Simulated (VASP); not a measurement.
# SnSe (P-1) in VASP: further runs, part 2 of 2

VASP 6.6.1.

## Step 4: Single point, PBE

INCAR reads:

```
PREC     = Accurate       # precision mode
ENCUT    = 500            # plane-wave cutoff, eV
EDIFF    = 1E-6           # SCF threshold, eV
ISMEAR   = -1             # smearing method
SIGMA    = 0.01           # smearing width, eV
LREAL    = F              # projectors in reciprocal space
LASPH    = T              # aspherical terms in the spheres
NELM     = 120            # most SCF steps
ALGO     = Normal         # electronic algorithm
ISIF     = 2              # what is computed and relaxed
LWAVE    = F              # write WAVECAR
LCHARG   = F              # write CHGCAR
GGA      = PE             # functional
NBANDS   = 50             # bands
GGA_COMPAT= F
```

KPOINTS reads:

```
regular mesh
0
Gamma
  1 2 2
```

POSCAR reads:

```
SnSe
1.0
   11.8119576400      0.0000000000      0.0000000000
    0.0000000000      4.2079843500      0.0000000000
    0.0000000000      0.0000000000      4.5586164450
Sn Se
4 4
Direct
    0.6209757162      0.7170297011      0.3642796118
    0.8797419303      0.2242058462      0.8694220158
    0.3790242838      0.2829702989      0.6357203882
    0.1202580697      0.7757941538      0.1305779842
    0.1439969097      0.2894818678      0.5413432679
    0.6442576199      0.2039316150      0.9520282054
    0.3557423801      0.7960683850      0.0479717946
    0.8560030903      0.7105181322      0.4586567321
```

Potentials or basis: VASP PAW PBE potentials, release 64 (Sn_d, Se).

Started as:

```console
> cat potpaw_PBE.64/Sn_d/POTCAR potpaw_PBE.64/Se/POTCAR > POTCAR
> mpirun -np 1 vasp_std > vasp.out
```

OUTCAR:

```text
PREC = Accurate
   ENCUT = 500
   EDIFF = 1E-6
   ISMEAR = -1
   LREAL = F
   LASPH = T
   NELM = 120
   ISIF = 2
   GGA = PE

 ion  position               nearest neighbor table
   1  0.621  0.717  0.364-   6 2.79   8 2.81   6 2.88   3 3.61
   2  0.880  0.224  0.869-   8 2.79   6 2.81   8 2.87   4 3.61
   3  0.379  0.283  0.636-   7 2.79   5 2.81   7 2.88   1 3.61
   4  0.120  0.776  0.131-   5 2.79   7 2.81   5 2.87   2 3.61
   5  0.144  0.289  0.541-   4 2.79   3 2.81   4 2.87
   6  0.644  0.204  0.952-   1 2.79   2 2.81   1 2.88
   7  0.356  0.796  0.048-   3 2.79   4 2.81   3 2.88
   8  0.856  0.711  0.459-   2 2.79   1 2.81   2 2.87

  LATTYP: Found a simple orthorhombic cell.
 ALAT       =     4.2079843500
 B/A-ratio  =     1.0833254275
 C/A-ratio  =     2.8070345937

  Lattice vectors:

 A1 = (   0.0000000000,   4.2079843500,   0.0000000000)
 A2 = (   0.0000000000,   0.0000000000,   4.5586164450)
 A3 = (  11.8119576400,   0.0000000000,   0.0000000000)

Analysis of symmetry for initial positions (statically):
=====================================================================
 Subroutine PRICEL returns:
 Original cell was already a primitive cell.

 Routine SETGRP: Setting up the symmetry group for a
 simple orthorhombic supercell.

 Subroutine GETGRP returns: Found  2 space group operations
 (whereof  2 operations were pure point group operations)
 out of a pool of  8 trial point group operations.

The static configuration has the point symmetry S_2 .

Analysis of symmetry for dynamics (positions and initial velocities):
=====================================================================
 Subroutine PRICEL returns:
 Original cell was already a primitive cell.
[... 118 lines left out ...]
     AMIX     =   0.40;   BMIX     =  1.00
     AMIX_MAG =   1.60;   BMIX_MAG =  1.00
  volume/ion in A,a.u.               =      28.32       191.13
  Fermi-wavevector in a.u.,A,eV,Ry     =   1.157076  2.186556 18.215812  1.338824
  Thomas-Fermi vector in A             =   2.293690
   LORBIT       =      0    0 simple, 1 ext, 2 COOP (PROOUT), +10 PAW based schemes
   GGA     = PE    functional components
   LHFCALC =     F    Hartree Fock is set to
   AEXX    =    0.0000 exact exchange contribution
   IVDW    =     0    specifies the selected vdW correction
   LEPSILON=     F    determine dielectric tensor
   LRPA    =     F    only Hartree local field effects (RPA)
 non-spin polarized calculation
  energy-cutoff  :      500.00
  volume of cell :      226.58
 maximum number of plane-waves:      5797
 NGX is ok and might be reduce to    90
   NGX = 43   NGY = 15   NGZ = 17

 number of electron      79.9999994 magnetization

 Free energy of the ion-electron system (eV)
  ---------------------------------------------------
  ext. energy  EPLUGINS =         0.00000000
  ---------------------------------------------------
  free energy    TOTEN  =       -31.52466160 eV

  energy without entropy =      -31.52466160  energy(sigma->0) =      -31.52466160

 E-fermi :   4.8328     XC(G=0):  -9.4153

 val. band max:        4.6068887132   @ k =   0.0000   0.0000   0.5000
 cond. band min:       5.6246127973   @ k =   0.0000   0.0000   0.0000
 fundamental gap:      1.0177240841
 Fermi energy:         4.8328043218

 k-point     1 :       0.0000    0.0000    0.0000
  band No.  band energies     occupation
      1     -16.5757      2.00000
      2     -16.5755      2.00000
      3     -16.5701      2.00000
      4     -16.5685      2.00000
      5     -16.5681      2.00000
      6     -16.5661      2.00000
[... 201 lines left out ...]
     49      10.0664      0.00000
     50      10.2727      0.00000

------------------------ aborting loop because EDIFF is reached ----------------------------------------

  FORCE on cell =-STRESS in cart. coord.  units (eV):
  Direction    XX          YY          ZZ          XY          YZ          ZX
  --------------------------------------------------------------------------------------
  -------------------------------------------------------------------------------------
  Total       -2.6468883      4.2739172      1.2199377     -0.2198729     -1.3285910     -0.1461083
  in kB      -18.7161774     30.2209172      8.6261934     -1.5547239     -9.3944819     -1.0331334
  external PRESSURE =       6.7103111 kB  Pullay stress =       0.0000000 kB

 VOLUME and BASIS-vectors are now :
 -----------------------------------------------------------------------------
  energy-cutoff  :      500.00
  volume of cell :      226.58
      direct lattice vectors                 reciprocal lattice vectors
    11.811957640  0.000000000  0.000000000     0.084659972  0.000000000  0.000000000
     0.000000000  4.207984350  0.000000000     0.000000000  0.237643469  0.000000000
     0.000000000  0.000000000  4.558616445     0.000000000  0.000000000  0.219364803

 POSITION                                       TOTAL-FORCE (eV/Angst)
 -----------------------------------------------------------------------------------
      7.33494      3.01725      1.66061         0.301622      0.055184     -0.405330
     10.39147      0.94345      3.96336        -0.322032      0.059903     -0.414932
      4.47702      1.19073      2.89801        -0.301622     -0.055184      0.405330
      1.42048      3.26453      0.59525         0.322032     -0.059903      0.414932
      1.70089      1.21814      2.46778         0.553777     -0.025623     -0.579818
      7.60994      0.85814      4.33993         0.591809      0.085312      0.645468
      4.20201      3.34984      0.21869        -0.591809     -0.085312     -0.645468
     10.11107      2.98985      2.09084        -0.553777      0.025623      0.579818
 -----------------------------------------------------------------------------------
    total drift:                                0.000000      0.000000      0.000000

  FREE ENERGIE OF THE ION-ELECTRON SYSTEM (eV)
  ---------------------------------------------------
  free  energy   TOTEN  =       -31.5246616033 eV

  energy  without entropy=      -31.5246616032  energy(sigma->0) =      -31.52466160
```

stdout:

```text
POSCAR found type information on POSCAR SnSe
 POSCAR found :  2 types and       8 ions
 scaLAPACK will be used
 LDA part: xc-table for (Slater+PW92), standard interpolation
 POSCAR, INCAR and KPOINTS ok, starting setup
 FFT: planning ... GRIDC
 FFT: planning ... GRID_SOFT
 FFT: planning ... GRID
 WAVECAR not read
 entering main loop
```

Run time: 2.1 min. Hardware: 1 thread of Intel Xeon 8259CL, shared host; peak memory 0.31 GiB.

Results:

* Free energy: -31.5247 eV
* Pressure: 0.7 GPa
* Largest force: 0.880 eV/Å
* Band gap on the k mesh: 1.02 eV (least direct gap 1.28 eV)

Forces on the atoms (eV/Å):
```
Sn   0.302  0.055 -0.405
Sn  -0.322  0.060 -0.415
Sn  -0.302 -0.055  0.405
Sn   0.322 -0.060  0.415
Se   0.554 -0.026 -0.580
Se   0.592  0.085  0.645
Se  -0.592 -0.085 -0.645
Se  -0.554  0.026  0.580
```

Caveat: the k points lie up to 0.75 Å⁻¹ apart; spin-orbit coupling is left out, which moves the levels of the heavy elements.

## Step 5: Summary

| level | potentials or basis | k mesh | gap on the mesh (eV) | pressure (GPa) | largest force (eV/Å) |
| --- | --- | --- | --- | --- | --- |
| LDA | VASP PAW LDA potentials, release 64 (Sn_d, Se) | 1 × 2 × 2, shifted | 1.27 | -4.1 | 0.24 |
| PBE | VASP PAW PBE potentials, release 64 (Sn_d, Se) | 1 × 2 × 2, shifted | 1.33 | -0.2 | 0.18 |
| PBE | VASP PAW PBE potentials, release 64 (Sn_d, Se) | 1 × 2 × 2 | 1.02 | 0.7 | 0.88 |

Alike in all rows: task single point; no spin polarisation; cell as given; cutoff (eV) 500; smearing fermi-dirac 0.01 eV.

Caveats: some runs use coarse meshes; spin-orbit coupling is left out, which moves the levels of the heavy elements; a shifted mesh leaves out Γ, where band edges can lie (at least some runs); the cell stands under tension (at least some runs).

Absolute energies hang on the potentials; compare differences alone.
